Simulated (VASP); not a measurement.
# Ni (P6/mmm) in VASP: a series of runs

Runs on Ni. Level: PBE. Tasks: single point.

Program: VASP 6.6.1. These are calculated values, not measurements. Logs are shortened: lines on timing, memory, paths and dates and some standing lists are left out, and cuts for length are marked.

**1. The cell of the first run**

Symmetry: P6/mmm, No. 191, hexagonal system. The conventional cell has a = 3.526 Å, b = 3.526 Å, c = 2.109 Å, α = 90.00°, β = 90.00°, γ = 120.00°. Ni (site symmetry 6/mmm) has 14 Ni at 2.11 to 2.29 Å within 2.8 Å. Ni (site symmetry -6m2) has 11 Ni at 2.04 to 2.29 Å within 2.7 Å.

**2. Single point, PBE, collinear spin, ferromagnetic start**

Input file INCAR:

```
SYSTEM = Ni
ALGO = Normal
EDIFF = 1E-6
ENCUT = 520
GGA = PE
ISIF = 2
ISMEAR = -1
ISPIN = 2
LASPH = .True.
LCHARG = .False.
LMAXMIX = 4
LORBIT = 11
LREAL = .False.
LWAVE = .False.
MAGMOM = 1 1 1
NBANDS = 26
NELM = 150
PREC = Accurate
SIGMA = 0.08
```

Input file KPOINTS:

```
k-points
0
Gamma
  9 9 12
  0 0 0
```

Input file POSCAR:

```
Ni
1.0
    3.5256203727      0.0000000000      0.0000000000
   -1.7628101864      3.0532768069      0.0000000000
    0.0000000000      0.0000000000      2.1090067006
Ni
3
Direct
    0.0000000000      0.0000000000      0.0000000000
    0.3333333333      0.6666666667      0.5000000000
    0.6666666667      0.3333333333      0.5000000000
```

Potentials or basis: VASP PAW PBE potentials, release 64 (Ni).

The run is started by

```console
$ cat potpaw_PBE.64/Ni/POTCAR > POTCAR
$ mpirun -np 1 vasp_std > vasp.out
```

OUTCAR:

```text
SYSTEM = Ni
   EDIFF = 1E-6
   ENCUT = 520
   GGA = PE
   ISIF = 2
   ISMEAR = -1
   ISPIN = 2
   LASPH = .True.
   LORBIT = 11
   LREAL = .False.
   NELM = 150
   PREC = Accurate

 ion  position               nearest neighbor table
   1  0.000  0.000  0.000-   2 2.29   3 2.29   2 2.29   3 2.29   3 2.29   3 2.29   2 2.29   2 2.29
                             3 2.29   3 2.29   2 2.29   2 2.29
   2  0.333  0.667  0.500-   3 2.04   3 2.04   3 2.04   1 2.29   1 2.29   1 2.29   1 2.29   1 2.29
                             1 2.29   3 2.93   3 2.93   3 2.93   3 2.93   3 2.93   3 2.93
   3  0.667  0.333  0.500-   2 2.04   2 2.04   2 2.04   1 2.29   1 2.29   1 2.29   1 2.29   1 2.29
                             1 2.29   2 2.93   2 2.93   2 2.93   2 2.93   2 2.93   2 2.93

  LATTYP: Found a hexagonal cell.
 ALAT       =     3.5256203727
 C/A-ratio  =     0.5981944956

  Lattice vectors:

 A1 = (   3.5256203727,   0.0000000000,   0.0000000000)
 A2 = (  -1.7628101864,   3.0532768069,   0.0000000000)
 A3 = (   0.0000000000,   0.0000000000,   2.1090067006)

Analysis of symmetry for initial positions (statically):
=====================================================================
 Subroutine PRICEL returns:
 Original cell was already a primitive cell.

 Routine SETGRP: Setting up the symmetry group for a
 hexagonal supercell.

 Subroutine GETGRP returns: Found 24 space group operations
 (whereof 24 operations were pure point group operations)
 out of a pool of 24 trial point group operations.

The static configuration has the point symmetry D_6h.

Analysis of symmetry for dynamics (positions and initial velocities):
=====================================================================
 Subroutine PRICEL returns:
 Original cell was already a primitive cell.

 Routine SETGRP: Setting up the symmetry group for a
 hexagonal supercell.

 Subroutine GETGRP returns: Found 24 space group operations
 (whereof 24 operations were pure point group operations)
 out of a pool of 24 trial point group operations.

The dynamic configuration has the point symmetry D_6h.

Analysis of structural, dynamic, and magnetic symmetry:
=====================================================================
 Subroutine PRICEL returns:
 Original cell was already a primitive cell.

 Routine SETGRP: Setting up the symmetry group for a
 hexagonal supercell.

 Subroutine GETGRP returns: Found 24 space group operations
 (whereof 24 operations were pure point group operations)
 out of a pool of 24 trial point group operations.

The overall configuration has the point symmetry D_6h.

 Subroutine INISYM returns: Found 24 space group operations
 (whereof 24 operations are pure point group operations),
 and found     1 'primitive' translations

----------------------------------------------------------------------------------------

                                     Primitive cell

  volume of cell :      22.7028

  direct lattice vectors                    reciprocal lattice vectors
     3.525620373  0.000000000  0.000000000     0.283638025  0.163758490  0.000000000
    -1.762810186  3.053276807  0.000000000     0.000000000  0.327516980  0.000000000
     0.000000000  0.000000000  2.109006701     0.000000000  0.000000000  0.474156862

  length of vectors
     3.525620373  3.525620373  2.109006701     0.327516980  0.327516980  0.474156862

  position of ions in fractional coordinates (direct lattice)
     0.000000000  0.000000000  0.000000000
     0.333333333  0.666666667  0.500000000
     0.666666667  0.333333333  0.500000000

  ion indices of the primitive-cell ions
   primitive index   ion index
                 1           1
                 2           2
                 3           3

----------------------------------------------------------------------------------------

 KPOINTS: k-points

Automatic generation of k-mesh.
 Grid dimensions read from file:
 generate k-points for:    9    9   12

 Generating k-lattice:

  Cartesian coordinates                     Fractional coordinates (reciprocal lattice)
     0.031515336  0.018195388  0.000000000     0.111111111  0.000000000  0.000000000
     0.000000000  0.036390776  0.000000000     0.000000000  0.111111111  0.000000000
     0.000000000  0.000000000  0.039513072     0.000000000  0.000000000  0.083333333

  Length of vectors
     0.036390776  0.036390776  0.039513072

  Shift w.r.t. Gamma in fractional coordinates (k-lattice)
     0.000000000  0.000000000  0.000000000

 Subroutine IBZKPT returns following result:
 ===========================================

 Found     84 irreducible k-points:

 Following reciprocal coordinates:
            Coordinates               Weight
  0.000000  0.000000  0.000000      1.000000
  0.111111 -0.000000  0.000000      6.000000
  0.222222 -0.000000  0.000000      6.000000
  0.333333  0.000000  0.000000      6.000000
  0.444444 -0.000000  0.000000      6.000000
  0.111111  0.111111  0.000000      6.000000
[... 16 lines left out ...]
  0.333333  0.222222  0.083333     24.000000
  0.333333  0.333333  0.083333      4.000000
 [... further k-points ...]
   k-points           NKPTS =     84   k-points in BZ     NKDIM =     84   number of bands    NBANDS=     26
   number of dos      NEDOS =    301   number of ions     NIONS =      3
   total plane-waves  NPLWV =  12544
   dimension x,y,z NGX =    28 NGY =   28 NGZ =   16
   dimension x,y,z NGXF=    56 NGYF=   56 NGZF=   32
   ions per type =               3
   NGX,Y,Z   is equivalent  to a cutoff of  13.20, 13.20, 12.61 a.u.
   NGXF,Y,Z  is equivalent  to a cutoff of  26.41, 26.41, 25.22 a.u.
 SYSTEM =  Ni
   PREC   = accura    normal or accurate (medium, high low for compatibility)
   ISTART =      0    job   : 0-new  1-cont  2-samecut
   ICHARG =      2    charge: 1-file 2-atom 10-const
   ISPIN  =      2    spin polarized calculation?
   LNONCOLLINEAR =      F non collinear calculations
   LSORBIT =      F    spin-orbit coupling
   LASPH  =      T    aspherical Exc in radial PAW
   ENCUT  =  520.0 eV  38.22 Ry    6.18 a.u.   6.56  6.56  3.92*2*pi/ulx,y,z
   NELM   =    150;   NELMIN=  2; NELMDL= -5     # of ELM steps
   EDIFF  = 0.1E-05   stopping-criterion for ELM
   LREAL  =      F    real-space projection
   EDIFFG = 0.1E-04   stopping-criterion for IOM
   NSW    =      0    number of steps for IOM
   IBRION =     -1    ionic relax: 0-MD 1-quasi-New 2-CG
   NFREE  =      0    steps in history (QN), initial steepest desc. (CG)
   ISIF   =      2    stress and relaxation
   ISYM   =      2    0-nonsym 1-usesym 2-fastsym
   POTIM  = 0.5000    time-step for ionic-motion
   TEBEG  =    0.0;   TEEND  =   0.0 temperature during run
   PSTRESS=    0.0 pullay stress
   NELECT =      30.0000    total number of electrons
   NUPDOWN=      -1.0000    fix difference up-down
   EMIN   =  10.00;   EMAX   =-10.00  energy-range for DOS
   EFERMI =   0.00;   METHOD = LEGACY
   ISMEAR =    -1;   SIGMA  =   0.08  broadening in eV -4-tet -1-fermi 0-gaus
   EFERMI_NEDOS =   21; number of points for ismear=-14 and -15
   IALGO  =     38    algorithm
   IMIX   =      4    mixing-type and parameters
     AMIX     =   0.40;   BMIX     =  1.00
     AMIX_MAG =   1.60;   BMIX_MAG =  1.00
  volume/ion in A,a.u.               =       7.57        51.07
  Fermi-wavevector in a.u.,A,eV,Ry     =   1.796478  3.394852 43.910558  3.227335
  Thomas-Fermi vector in A             =   2.858018
   LORBIT       =     11    0 simple, 1 ext, 2 COOP (PROOUT), +10 PAW based schemes
   GGA     = PE    functional components
   LHFCALC =     F    Hartree Fock is set to
   AEXX    =    0.0000 exact exchange contribution
   IVDW    =     0    specifies the selected vdW correction
   LEPSILON=     F    determine dielectric tensor
   LRPA    =     F    only Hartree local field effects (RPA)
 spin polarized calculation
  energy-cutoff  :      520.00
  volume of cell :       22.70
 maximum number of plane-waves:       632
 NGX is ok and might be reduce to    28

 number of electron      29.9999986 magnetization       0.9677826

 Free energy of the ion-electron system (eV)
  ---------------------------------------------------
  ext. energy  EPLUGINS =         0.00000000
  ---------------------------------------------------
  free energy    TOTEN  =       -11.97314939 eV

  energy without entropy =      -11.87624085  energy(sigma->0) =      -11.92469512

 E-fermi :  15.6126     XC(G=0): -15.5328

 val. band max:       15.6109882288   @ k =   0.4444   0.1111   0.0833
 cond. band min:      15.6166004987   @ k =   0.2222   0.2222   0.2500
 fundamental gap:      0.0056122699
 Fermi energy:        15.6126282682

 spin component 1

 k-point     1 :       0.0000    0.0000    0.0000
  band No.  band energies     occupation
      1       3.8555      1.00000
      2       9.0000      1.00000
      3      10.9044      1.00000
      4      10.9044      1.00000
      5      10.9206      1.00000
      6      10.9206      1.00000
[... 18 lines left out ...]
     25      46.1383      0.00000
     26      46.8874      0.00000
[... 644 lines left out ...]
      4      10.8904      1.00000
      5      10.8904      1.00000
      6      11.2917      1.00000
[... 18 lines left out ...]
     25      41.6376      0.00000
     26      42.5251      0.00000

 [... further k-points ...]

 spin component 2

 k-point     1 :       0.0000    0.0000    0.0000
  band No.  band energies     occupation
      1       3.8615      1.00000
      2       9.2285      1.00000
      3      11.1542      1.00000
      4      11.1542      1.00000
      5      11.1641      1.00000
      6      11.1641      1.00000
[... 18 lines left out ...]
     25      46.2372      0.00000
     26      46.8510      0.00000
[... 644 lines left out ...]
      4      11.1544      1.00000
      5      11.1544      1.00000
      6      11.6356      1.00000
[... 18 lines left out ...]
     25      41.6741      0.00000
     26      42.5947      0.00000

 [... further k-points ...]
[... 5 lines left out ...]
  --------------------------------------------------------------------------------------
  -------------------------------------------------------------------------------------
  Total       25.5178360     25.5178360     25.5720553     -0.0000000      0.0000000      0.0000000
  in kB     1800.8383830   1800.8383831   1804.6647358     -0.0000000      0.0000000      0.0000000
  external PRESSURE =    1802.1138340 kB  Pullay stress =       0.0000000 kB

 VOLUME and BASIS-vectors are now :
 -----------------------------------------------------------------------------
  energy-cutoff  :      520.00
  volume of cell :       22.70
      direct lattice vectors                 reciprocal lattice vectors
     3.525620373  0.000000000  0.000000000     0.283638025  0.163758490  0.000000000
    -1.762810186  3.053276807  0.000000000     0.000000000  0.327516980  0.000000000
     0.000000000  0.000000000  2.109006701     0.000000000  0.000000000  0.474156862

 POSITION                                       TOTAL-FORCE (eV/Angst)
 -----------------------------------------------------------------------------------
      0.00000      0.00000      0.00000         0.000000      0.000000      0.000000
     -0.00000      2.03552      1.05450        -0.000000      0.000000     -0.000000
      1.76281      1.01776      1.05450         0.000000     -0.000000      0.000000
 -----------------------------------------------------------------------------------
    total drift:                                0.000000      0.000000     -0.000000

  FREE ENERGIE OF THE ION-ELECTRON SYSTEM (eV)
  ---------------------------------------------------
  free  energy   TOTEN  =       -11.9731493885 eV

  energy  without entropy=      -11.8762408490  energy(sigma->0) =      -11.92469512

 total charge

# of ion       s       p       d       tot
------------------------------------------
    1        0.675   0.902   8.622  10.199
    2        0.709   0.929   8.668  10.306
    3        0.709   0.929   8.668  10.306
--------------------------------------------------
tot          2.093   2.760  25.957  30.811

 magnetization (x)

# of ion       s       p       d       tot
------------------------------------------
    1       -0.001  -0.015   0.369   0.353
    2       -0.003  -0.013   0.307   0.291
    3       -0.003  -0.013   0.307   0.291
--------------------------------------------------
tot         -0.007  -0.042   0.984   0.935
```

It took 70 s on 1 thread of AMD EPYC 9R45 (Zen 5), shared host; peak memory 0.16 GiB.

What came out:

| Property | Result |
| --- | --- |
| Free energy | -11.9731 eV |
| Pressure | 180.2 GPa |
| Net moment | 0.97 μB per cell |
| Site moments | Ni +0.35, +0.29 μB |

Stress tensor (GPa, compression positive):
```
180.08   0.00   0.00
  0.00 180.08   0.00
  0.00   0.00 180.47
```

**3. Single point, PBE, collinear spin, ferromagnetic start**

Input file INCAR:

```
PREC     = Accurate       # precision mode
ENCUT    = 520            # plane-wave cutoff, eV
EDIFF    = 1E-6           # SCF threshold, eV
ISMEAR   = -1             # smearing method
SIGMA    = 0.08           # smearing width, eV
LREAL    = False          # projectors in reciprocal space
LASPH    = True           # aspherical terms in the spheres
NELM     = 150            # most SCF steps
ALGO     = Normal         # electronic algorithm
ISIF     = 2              # what is computed and relaxed
LWAVE    = False          # write WAVECAR
LCHARG   = False          # write CHGCAR
ISPIN    = 2              # spin polarisation
MAGMOM   = 1 1 1          # initial moments
LORBIT   = 11             # projections on sites
LMAXMIX  = 4              # l up to which the mixer works
GGA      = PE             # functional
NBANDS   = 26             # bands
```

Input file KPOINTS:

```
Automatic mesh
0
Gamma
  9 9 12
```

POSCAR is that of step 2.

Potentials or basis: VASP PAW PBE potentials, release 64 (Ni).

The run is started by

```console
$ cat potpaw_PBE.64/Ni/POTCAR > POTCAR
$ mpirun -np 1 vasp_std > vasp.out
```

OUTCAR:

```text
PREC = Accurate
   ENCUT = 520
   EDIFF = 1E-6
   ISMEAR = -1
   LREAL = False
   LASPH = True
   NELM = 150
   ISIF = 2
   ISPIN = 2
   LORBIT = 11
   GGA = PE

 ion  position               nearest neighbor table
   1  0.000  0.000  0.000-   2 2.29   3 2.29   2 2.29   3 2.29   3 2.29   3 2.29   2 2.29   2 2.29
                             3 2.29   3 2.29   2 2.29   2 2.29
   2  0.333  0.667  0.500-   3 2.04   3 2.04   3 2.04   1 2.29   1 2.29   1 2.29   1 2.29   1 2.29
                             1 2.29   3 2.93   3 2.93   3 2.93   3 2.93   3 2.93   3 2.93
   3  0.667  0.333  0.500-   2 2.04   2 2.04   2 2.04   1 2.29   1 2.29   1 2.29   1 2.29   1 2.29
                             1 2.29   2 2.93   2 2.93   2 2.93   2 2.93   2 2.93   2 2.93

  LATTYP: Found a hexagonal cell.
 ALAT       =     3.5256203727
 C/A-ratio  =     0.5981944956

  Lattice vectors:

 A1 = (   3.5256203727,   0.0000000000,   0.0000000000)
 A2 = (  -1.7628101864,   3.0532768069,   0.0000000000)
 A3 = (   0.0000000000,   0.0000000000,   2.1090067006)

Analysis of symmetry for initial positions (statically):
=====================================================================
 Subroutine PRICEL returns:
 Original cell was already a primitive cell.
[... 1596 lines left out ...]
  Direction    XX          YY          ZZ          XY          YZ          ZX
  --------------------------------------------------------------------------------------
  -------------------------------------------------------------------------------------
  Total       25.5178360     25.5178360     25.5720553     -0.0000000      0.0000000      0.0000000
  in kB     1800.8383830   1800.8383831   1804.6647358     -0.0000000      0.0000000      0.0000000
  external PRESSURE =    1802.1138340 kB  Pullay stress =       0.0000000 kB

 VOLUME and BASIS-vectors are now :
 -----------------------------------------------------------------------------
  energy-cutoff  :      520.00
  volume of cell :       22.70
      direct lattice vectors                 reciprocal lattice vectors
     3.525620373  0.000000000  0.000000000     0.283638025  0.163758490  0.000000000
    -1.762810186  3.053276807  0.000000000     0.000000000  0.327516980  0.000000000
     0.000000000  0.000000000  2.109006701     0.000000000  0.000000000  0.474156862

 POSITION                                       TOTAL-FORCE (eV/Angst)
 -----------------------------------------------------------------------------------
      0.00000      0.00000      0.00000         0.000000      0.000000      0.000000
     -0.00000      2.03552      1.05450        -0.000000      0.000000     -0.000000
      1.76281      1.01776      1.05450         0.000000     -0.000000      0.000000
 -----------------------------------------------------------------------------------
    total drift:                                0.000000      0.000000     -0.000000

  FREE ENERGIE OF THE ION-ELECTRON SYSTEM (eV)
  ---------------------------------------------------
  free  energy   TOTEN  =       -11.9731493885 eV

  energy  without entropy=      -11.8762408490  energy(sigma->0) =      -11.92469512

 total charge

# of ion       s       p       d       tot
------------------------------------------
    1        0.675   0.902   8.622  10.199
    2        0.709   0.929   8.668  10.306
    3        0.709   0.929   8.668  10.306
--------------------------------------------------
tot          2.093   2.760  25.957  30.811

 magnetization (x)

# of ion       s       p       d       tot
------------------------------------------
    1       -0.001  -0.015   0.369   0.353
    2       -0.003  -0.013   0.307   0.291
    3       -0.003  -0.013   0.307   0.291
--------------------------------------------------
tot         -0.007  -0.042   0.984   0.935
```

stdout:

```text
POSCAR found type information on POSCAR Ni
 POSCAR found :  1 types and       3 ions
 scaLAPACK will be used
 LDA part: xc-table for (Slater+PW92), standard interpolation
 POSCAR, INCAR and KPOINTS ok, starting setup
 FFT: planning ... GRIDC
 FFT: planning ... GRID_SOFT
 FFT: planning ... GRID
 WAVECAR not read
 entering main loop
```

Run time: 68 s. Hardware: 1 thread of AMD EPYC 9R45 (Zen 5), shared host; peak memory 0.16 GiB.

What came out:

```yaml
Free_energy: -11.9731 eV
Pressure: 180.2 GPa
Net_moment: 0.97 μB per cell
Site_moments: Ni +0.35, +0.29 μB
```
